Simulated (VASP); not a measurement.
Input of a VASP 6.6.1 run:

INCAR

```
  ALGO = Normal
  EDIFF = 1E-6
  ENCUT = 520
  GGA = PE
  ISIF = 2
  ISMEAR = -1
  LASPH = True
  LCHARG = False
  LREAL = Auto
  LWAVE = False
  NBANDS = 102
  NELM = 80
  PREC = Accurate
  SIGMA = 0.02
```

Contents of KPOINTS:

```
k-points
0
Gamma
  1 1 1
```

The input POSCAR:

```
H2CSF4
1.0
    9.2255750000      0.0000000000      0.0000000000
    0.0000000000      9.2255750000      0.0000000000
    0.0000000000      0.0000000000      9.2255750000
S H C F
4 8 4 16
Direct
    0.4407096577      0.6339875834      0.4765556618
    0.6853773342      0.1340512651      0.7597900402
    0.0684293391      0.0674321113      0.8520336131
    1.0599772914      0.4447636055      0.4461944106
    0.5116320663      0.7181015817      0.3979264165
    0.3363259201      0.7375908819      0.5032748636
    0.6161350377      0.0751714663      0.8745471149
    0.7353146010      0.2642653710      0.8260081350
   -0.0337323148      0.1659083580      0.8816903011
    0.1948062858      0.1305718072      0.9012663167
    0.9762318338      0.5120439647      0.5420475147
    0.9335786658      0.3569858789      0.4211769998
    0.3543193785      0.2121493782      0.3055094127
    0.5939900765      0.5929711698      0.8890827943
    0.9899979134      0.9504665021      0.3950756457
    0.1306802015      0.6159832856      0.0127363335
    0.2791045545      0.3352744951      0.2700644675
    0.4780298247      0.2421746070      0.2684927498
    0.3581023405      0.1905355493      0.4521994564
    0.2985288180      0.0982052609      0.2272378686
    0.6161892348      0.6026941410      1.0216598965
    0.5393376565      0.4634724665      0.8298344548
    0.4935302136      0.6904176704      0.8534318999
    0.7151966138      0.6233866182      0.7965140384
    0.9634846608      1.0532676825      0.5034699734
    0.9218395601      0.8382892123      0.4366231915
    0.9371990364      1.0146576230      0.2717229007
    1.1372516076      0.9313891004      0.3962896622
    0.1142909792      0.6757085602      0.1477306293
    0.0039021958      0.6655194934     -0.0440297759
    0.2399091656      0.6579427299     -0.0675079873
    0.1471561393      0.4800242803      0.0372117727
```

Potentials or basis: VASP PAW PBE potentials, release 64 (S, H, C, F).

The run is started by

```sh
$ cat potpaw_PBE.64/S/POTCAR potpaw_PBE.64/H/POTCAR potpaw_PBE.64/C/POTCAR potpaw_PBE.64/F/POTCAR > POTCAR
$ mpirun -np 1 vasp_gam > vasp.out
```

Predict the largest force.

7.310 eV/Å.

Predict the band gap on the k mesh.

3.79 eV.

What does it give for the pressure?

1.1 GPa.

Stress tensor (GPa, compression positive):
```
 1.35  0.35 -0.77
 0.35  1.11 -0.76
-0.77 -0.76  0.79
```

Caveat: the k points lie up to 0.68 Å⁻¹ apart; the atoms stand as in a frame of molecular dynamics.
